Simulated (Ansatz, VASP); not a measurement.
**Ir: VASP beside Ansatz**

```
Ir
1.0
     0.00000    2.73856    2.73856
     2.73856    0.00000    2.73856
     2.73856    2.73856    0.00000
Ir
2
Direct
  0.12500 0.12500 0.12500
  0.87500 0.87500 0.87500
```

Alike in both runs: task single point; functional LDA; k mesh 11 × 11 × 11; occupations fermi-dirac, width 0.1 eV; no spin polarisation.

```csv
,VASP,Ansatz
version,VASP 6.6.1,Ansatz 0.2.0
potentials or method,"VASP PAW LDA potentials, release 64 (Ir), cutoff 520 eV","plane waves (420 eV) with PAW, scalar-relativistic"
valence electrons in the cell,18,34
```

|  | VASP | Ansatz | Ansatz less VASP |
| --- | --- | --- | --- |
| pressure (GPa) | 0.1 | -0.1 | -0.22 |

Ansatz warns that its potentials were made for another functional, while VASP's fit it. LDA's correlation is that of Perdew and Zunger in VASP and of Perdew and Wang (1992) in Ansatz. VASP's potentials hold 18 valence electrons a cell and Ansatz's 34, so a difference there can come from the potentials and not from the codes.

Neither program's run includes spin-orbit coupling.
